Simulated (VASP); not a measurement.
# K2BO3 (P6/mmm) in VASP: a series of runs

Runs on K2BO3. Level: PBE. Tasks: single point, relaxation of cell and atoms.

Everything below comes from runs of VASP 6.6.1. Logs are shortened: lines on timing, memory, paths and dates and some standing lists are left out, and cuts for length are marked.

## (1) The cell of the first run

It takes space group P6/mmm (No. 191, hexagonal). The conventional cell has a = 6.077 Å, b = 6.077 Å, c = 3.987 Å, α = 90.00°, β = 90.00°, γ = 120.00°. K (site symmetry -6m2) has 6 O at 2.66 Å and 3 K at 3.51 Å and 3 B at 3.51 Å within 3.6 Å. B (site symmetry 6/mmm) has 6 K at 3.51 Å and 12 O at 3.63 Å and 2 B at 3.99 Å within 4.6 Å. O (site symmetry mmm) has 4 K at 2.66 Å and 4 O at 3.04 Å and 4 B at 3.63 Å within 3.7 Å.

The cell was generated, and may not be a known phase.

## (2) Single point, PBE, collinear spin, ferromagnetic start

INCAR reads:

```
SYSTEM = K2BO3
ALGO = Normal
EDIFF = 1E-6
ENCUT = 520
GGA = PE
ISIF = 2
ISMEAR = 0
ISPIN = 2
LASPH = .True.
LCHARG = .False.
LORBIT = 11
LREAL = .False.
LWAVE = .False.
MAGMOM = 0 0 0 1 1 1
NBANDS = 32
NELM = 150
PREC = Accurate
SIGMA = 0.1
```

KPOINTS reads:

```
k-points
0
Gamma
  3 3 6
  0 0 0
```

POSCAR reads:

```
K2BO3
1.0
    6.0765266541      0.0000000000      0.0000000000
   -3.0382633271      5.2624264492      0.0000000000
    0.0000000000      0.0000000000      3.9870161328
K B O
2 1 3
Direct
    0.3333333333      0.6666666667      0.0000000000
    0.6666666667      0.3333333333      0.0000000000
    0.0000000000      0.0000000000      0.0000000000
    0.5000000000      0.0000000000      0.5000000000
    0.5000000000      0.5000000000      0.5000000000
    0.0000000000      0.5000000000      0.5000000000
```

Potentials or basis: VASP PAW PBE potentials, release 64 (K_sv, B, O).

On the command line:

```
$ cat potpaw_PBE.64/K_sv/POTCAR potpaw_PBE.64/B/POTCAR potpaw_PBE.64/O/POTCAR > POTCAR
$ mpirun -np 1 vasp_std > vasp.out
```

OUTCAR:

```text
SYSTEM = K2BO3
   EDIFF = 1E-6
   ENCUT = 520
   GGA = PE
   ISIF = 2
   ISMEAR = 0
   ISPIN = 2
   LASPH = .True.
   LORBIT = 11
   LREAL = .False.
   NELM = 150
   PREC = Accurate

 ion  position               nearest neighbor table
   1  0.333  0.667  0.000-   6 2.66   6 2.66   4 2.66   4 2.66   5 2.66   5 2.66   2 3.51   2 3.51
                             2 3.51
   2  0.667  0.333  0.000-   6 2.66   6 2.66   4 2.66   4 2.66   5 2.66   5 2.66   1 3.51   1 3.51
                             1 3.51
   3  0.000  0.000  0.000-
   4  0.500  0.000  0.500-   1 2.66   2 2.66   1 2.66   2 2.66
   5  0.500  0.500  0.500-   1 2.66   2 2.66   1 2.66   2 2.66
   6  0.000  0.500  0.500-   1 2.66   2 2.66   1 2.66   2 2.66

  LATTYP: Found a hexagonal cell.
 ALAT       =     6.0765266541
 C/A-ratio  =     0.6561340647

  Lattice vectors:

 A1 = (   6.0765266541,   0.0000000000,   0.0000000000)
 A2 = (  -3.0382633271,   5.2624264492,   0.0000000000)
 A3 = (   0.0000000000,   0.0000000000,   3.9870161328)

Analysis of symmetry for initial positions (statically):
=====================================================================
 Subroutine PRICEL returns:
 Original cell was already a primitive cell.

 Routine SETGRP: Setting up the symmetry group for a
 hexagonal supercell.

 Subroutine GETGRP returns: Found 24 space group operations
 (whereof 24 operations were pure point group operations)
 out of a pool of 24 trial point group operations.

The static configuration has the point symmetry D_6h.

Analysis of symmetry for dynamics (positions and initial velocities):
=====================================================================
 Subroutine PRICEL returns:
 Original cell was already a primitive cell.

 Routine SETGRP: Setting up the symmetry group for a
 hexagonal supercell.

 Subroutine GETGRP returns: Found 24 space group operations
 (whereof 24 operations were pure point group operations)
 out of a pool of 24 trial point group operations.

The dynamic configuration has the point symmetry D_6h.

Analysis of structural, dynamic, and magnetic symmetry:
=====================================================================
 Subroutine PRICEL returns:
 Original cell was already a primitive cell.

 Routine SETGRP: Setting up the symmetry group for a
 hexagonal supercell.

 Subroutine GETGRP returns: Found 24 space group operations
 (whereof 24 operations were pure point group operations)
 out of a pool of 24 trial point group operations.

[... 129 lines left out ...]
  volume of cell :      127.49
 maximum number of plane-waves:      3483
 NGX is ok and might be reduce to    48
   NGX = 23   NGY = 23   NGZ = 15

 number of electron      39.0000001 magnetization       3.0002403

 Free energy of the ion-electron system (eV)
  ---------------------------------------------------
  ext. energy  EPLUGINS =         0.00000000
  ---------------------------------------------------
  free energy    TOTEN  =       -18.72520062 eV

  energy without entropy =      -18.71499678  energy(sigma->0) =      -18.72009870

 E-fermi :  -1.5297     XC(G=0):  -7.9769

 val. band max:       -1.5733510182   @ k =   0.3333   0.3333   0.5000
 cond. band min:      -1.4311296734   @ k =   0.0000   0.0000   0.5000
 fundamental gap:      0.1422213448
 Fermi energy:        -1.5297452691

 spin component 1

 k-point     1 :       0.0000    0.0000    0.0000
  band No.  band energies     occupation
      1     -28.9442      1.00000
      2     -28.8508      1.00000
      3     -18.1920      1.00000
      4     -17.9976      1.00000
      5     -17.9976      1.00000
      6     -12.4829      1.00000
[... 397 lines left out ...]
     30       8.2828      0.00000
     31       9.1771      0.00000
 Fermi energy:        -1.5297452691

 spin component 2

 k-point     1 :       0.0000    0.0000    0.0000
  band No.  band energies     occupation
      1     -28.9439      1.00000
      2     -28.8537      1.00000
      3     -16.2875      1.00000
      4     -16.1241      1.00000
      5     -16.1241      1.00000
      6     -12.3941      1.00000
[... 397 lines left out ...]
     30       8.5912      0.00000
     31       9.0481      0.00000
 [bands above 31 left out]

------------------------ aborting loop because EDIFF is reached ----------------------------------------

  FORCE on cell =-STRESS in cart. coord.  units (eV):
  Direction    XX          YY          ZZ          XY          YZ          ZX
  --------------------------------------------------------------------------------------
  -------------------------------------------------------------------------------------
  Total        0.0213095      0.0213095      0.1702680     -0.0000000      0.0000000      0.0000000
  in kB        0.2677901      0.2677901      2.1397065     -0.0000000      0.0000000      0.0000000
  external PRESSURE =       0.8917622 kB  Pullay stress =       0.0000000 kB

 VOLUME and BASIS-vectors are now :
 -----------------------------------------------------------------------------
  energy-cutoff  :      520.00
  volume of cell :      127.49
      direct lattice vectors                 reciprocal lattice vectors
     6.076526654  0.000000000  0.000000000     0.164567697  0.095013204  0.000000000
    -3.038263327  5.262426449  0.000000000     0.000000000  0.190026409  0.000000000
     0.000000000  0.000000000  3.987016133     0.000000000  0.000000000  0.250814134

 POSITION                                       TOTAL-FORCE (eV/Angst)
 -----------------------------------------------------------------------------------
     -0.00000      3.50828      0.00000         0.000000     -0.000000     -0.000000
      3.03826      1.75414      0.00000        -0.000000      0.000000      0.000000
      0.00000      0.00000      0.00000        -0.000000      0.000000      0.000000
      3.03826      0.00000      1.99351        -0.000000      0.000000      0.000000
      1.51913      2.63121      1.99351        -0.000000      0.000000      0.000000
     -1.51913      2.63121      1.99351        -0.000000      0.000000      0.000000
 -----------------------------------------------------------------------------------
    total drift:                               -0.000000      0.000000     -0.000000

  FREE ENERGIE OF THE ION-ELECTRON SYSTEM (eV)
  ---------------------------------------------------
  free  energy   TOTEN  =       -18.7252006247 eV

  energy  without entropy=      -18.7149967804  energy(sigma->0) =      -18.72009870

 total charge

# of ion       s       p       d       tot
------------------------------------------
    1        1.965   5.598   0.046   7.608
    2        1.965   5.598   0.046   7.608
    3        0.992   0.270   0.000   1.262
    4        1.598   3.131   0.000   4.730
    5        1.598   3.131   0.000   4.730
    6        1.598   3.131   0.000   4.730
--------------------------------------------------
tot          9.717  20.860   0.091  30.668

 magnetization (x)

# of ion       s       p       d       tot
------------------------------------------
    1       -0.003   0.002  -0.002  -0.003
    2       -0.003   0.002  -0.002  -0.003
    3       -0.008  -0.221   0.000  -0.229
    4        0.012   0.953   0.000   0.965
    5        0.012   0.953   0.000   0.965
    6        0.012   0.953   0.000   0.965
--------------------------------------------------
tot          0.022   2.643  -0.005   2.659
```

OSZICAR:

```text
N       E                     dE             d eps       ncg     rms          rms(c)
DAV:   1     0.271908072770E+03    0.27191E+03   -0.18589E+04  1536   0.111E+03
DAV:   2    -0.184757595118E+01   -0.27376E+03   -0.26301E+03  1992   0.302E+02
DAV:   3    -0.228966956303E+02   -0.21049E+02   -0.20708E+02  2216   0.729E+01
DAV:   4    -0.240225957425E+02   -0.11259E+01   -0.11234E+01  2456   0.119E+01
DAV:   5    -0.240380555091E+02   -0.15460E-01   -0.15459E-01  2024   0.126E+00    0.135E+01
DAV:   6    -0.188533154719E+02    0.51847E+01   -0.42280E+01  1896   0.180E+01    0.102E+01
DAV:   7    -0.188631938890E+02   -0.98784E-02   -0.45187E+00  1864   0.756E+00    0.451E+00
DAV:   8    -0.190797272606E+02   -0.21653E+00   -0.42893E+00  2024   0.339E+00    0.675E+00
DAV:   9    -0.187027382645E+02    0.37699E+00   -0.13062E+00  1928   0.275E+00    0.125E+00
DAV:  10    -0.187242292689E+02   -0.21491E-01   -0.60743E-02  1848   0.105E+00    0.722E-01
DAV:  11    -0.187257535434E+02   -0.15243E-02   -0.11173E-02  1848   0.402E-01    0.356E-01
DAV:  12    -0.187255261711E+02    0.22737E-03   -0.17227E-03  1848   0.178E-01    0.158E-01
DAV:  13    -0.187251849919E+02    0.34118E-03   -0.45447E-04  1992   0.608E-02    0.747E-02
DAV:  14    -0.187252136763E+02   -0.28684E-04   -0.63437E-04  1888   0.718E-02    0.502E-02
DAV:  15    -0.187251991791E+02    0.14497E-04   -0.66395E-05  1832   0.356E-02    0.194E-02
DAV:  16    -0.187252004259E+02   -0.12469E-05   -0.29010E-05  1840   0.139E-02    0.119E-02
DAV:  17    -0.187252006247E+02   -0.19878E-06   -0.24703E-06  1640   0.671E-03
   1 F= -.18725201E+02 E0= -.18720099E+02  d E =-.102038E-01  mag=     3.0001
```

Run time: 1.8 min. Hardware: 1 thread of Intel Xeon Platinum 8488C (Sapphire Rapids), shared host; peak memory 0.33 GiB.

What came out:

```yaml
Free_energy: -18.7252 eV
Pressure: 0.1 GPa
Band_gap_on_the_k_mesh: zero (filled and empty bands overlap)
Net_moment: 3.00 μB per cell
Site_moments: K -0.00; B -0.23; O +0.96 μB
Valence_electrons_inside_the_program's_atomic_spheres: K 7.61; B 1.26; O 4.73
```

Caveat: the k points lie up to 0.40 Å⁻¹ apart.

(Continued in part 2 of 2.)

The gap in the log of VASP goes by the Fermi energy; the results here count the filled bands.